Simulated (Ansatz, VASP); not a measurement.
# Cu in VASP and in Ansatz

```
Cu
1.0
     2.56724    0.00000    0.00000
    -1.28362    2.22330    0.00000
     0.00000    0.00000    4.19206
Cu
2
Direct
  0.35043 0.70085 0.23247
  0.64957 0.29915 0.76753
```

Change from the starting cell: mode 5 frozen in at +0.076 Å and mode 6 at -0.073 Å (largest displacements).

Alike in both runs: task single point; functional PBE; k mesh 21 × 21 × 10; occupations gaussian, width 0.15 eV; no spin polarisation.

|  | VASP | Ansatz |
| --- | --- | --- |
| version | VASP 6.6.1 | Ansatz 0.2.0 |
| potentials or method | VASP PAW PBE potentials, release 64 (Cu), cutoff 520 eV | scalar-relativistic, plane waves, PAW |
| valence electrons in the cell | 22 | 38 |

VASP gave:

| Property | Result |
| --- | --- |
| gap on the k mesh at the Fermi level (eV) | none |
| pressure (GPa) | 2.9 |
| traceless stress, the component that is largest in VASP (GPa) | -3.11 |
| rms of the force components (eV/Å) | 0.659 |

Question: What did Ansatz give for the same quantities?

Answer: gap on the k mesh at the Fermi level (eV): none; pressure (GPa): 2.3; traceless stress, the component that is largest in VASP (GPa): -3.11; rms of the force components (eV/Å): 0.655.

Atom by atom the forces differ by 0.004 eV/Å (rms over components). A gap of «none» marks a metal or a gap that the smearing closes. VASP's potentials hold 22 valence electrons a cell and Ansatz's 38, so a difference there can come from the potentials and not from the codes.
